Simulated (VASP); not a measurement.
Here is a VASP 6.6.1 calculation.

Contents of POSCAR:

```
ZnO
1.0
    0.0000000000      2.1337703963      2.1337703963
    2.1962898689      0.0000000000      2.1337703963
    2.1962898689      2.1337703963      0.0000000000
Zn O
1 1
Direct
    0.0000000000      0.0000000000      0.0000000000
    0.5000000000      0.5000000000      0.5000000000
```

INCAR.step1

```
SYSTEM = ZnO
PREC = Accurate
ENCUT = 660
ISMEAR = 0
SIGMA = 0.01
LREAL = .False.
LASPH = .True.
NELM = 120
NBANDS = 16
GGA = PE
ALGO = Normal
EDIFF = 1E-5
LWAVE = .True.
LCHARG = .False.
GGA_COMPAT = .False.
```

File INCAR.step2:

```
SYSTEM = ZnO
PREC = Accurate
ENCUT = 660
EDIFF = 1E-6
ISMEAR = 0
SIGMA = 0.01
LREAL = .False.
LASPH = .True.
NELM = 120
ALGO = Normal
ISIF = 2
LWAVE = .False.
LCHARG = .True.
METAGGA = R2SCAN
LMIXTAU = .True.
LELF = .True.
LVHAR = .True.
NBANDS = 16
ISTART = 1
GGA_COMPAT = .False.
```

Contents of KPOINTS:

```
regular mesh
0
Gamma
  10 10 10
  0 0 0
```

Potentials or basis: VASP PAW PBE potentials, release 64 (Zn, O).

Command:

```console
$ cat potpaw_PBE.64/Zn/POTCAR potpaw_PBE.64/O/POTCAR > POTCAR
$ cp INCAR.step1 INCAR
$ mpirun -np 1 vasp_std > vasp.out
$ cp INCAR.step2 INCAR
$ mpirun -np 1 vasp_std > vasp.out
```

(1) What does it give for the band gap on the k mesh?

(2) Estimate the pressure.

## Answers

(1) 1.33 eV (least direct gap 2.65 eV).

(2) -4.2 GPa.

Caveat: the cell differs from its parent crystal (uniaxial x strain +2.9%); the cell stands under tension; the structure was generated, so it needn't be the stable form of ZnO; the PAW data sets were made with another functional, which shifts forces and pressure a little.
